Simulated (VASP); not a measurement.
Here is a VASP 6.6.1 calculation.

The input INCAR:

```
SYSTEM = Zn
PREC = Accurate
ENCUT = 520
EDIFF = 1E-6
ISMEAR = -1
SIGMA = 0.06122561905347299
LREAL = .FALSE.
LASPH = .TRUE.
NELM = 100
ALGO = Normal
ISIF = 2
LWAVE = .FALSE.
LCHARG = .FALSE.
GGA = PE
NBANDS = 12
```

File KPOINTS:

```
regular mesh
0
G
  24 24 24
  0 0 0
```

POSCAR

```
Zn
1.0
    0.0000000000      1.9898975966      1.9898975966
    1.9898975966      0.0000000000      1.9898975966
    1.9898975966      1.9898975966      0.0000000000
Zn
1
Direct
    0.0000000000      0.0000000000      0.0000000000
```

Potentials or basis: VASP PAW PBE potentials, release 64 (Zn).

The run is started by

```sh
$ cat potpaw_PBE.64/Zn/POTCAR > POTCAR
$ mpirun -np 1 vasp_std > vasp.out
```

Question: Predict the band gap on the k mesh.

Answer: Zero (band 6 reaches 5.05 eV, above the bottom of band 7 at 1.38 eV).

Question: What does it give for the pressure?

Answer: -2.1 GPa.
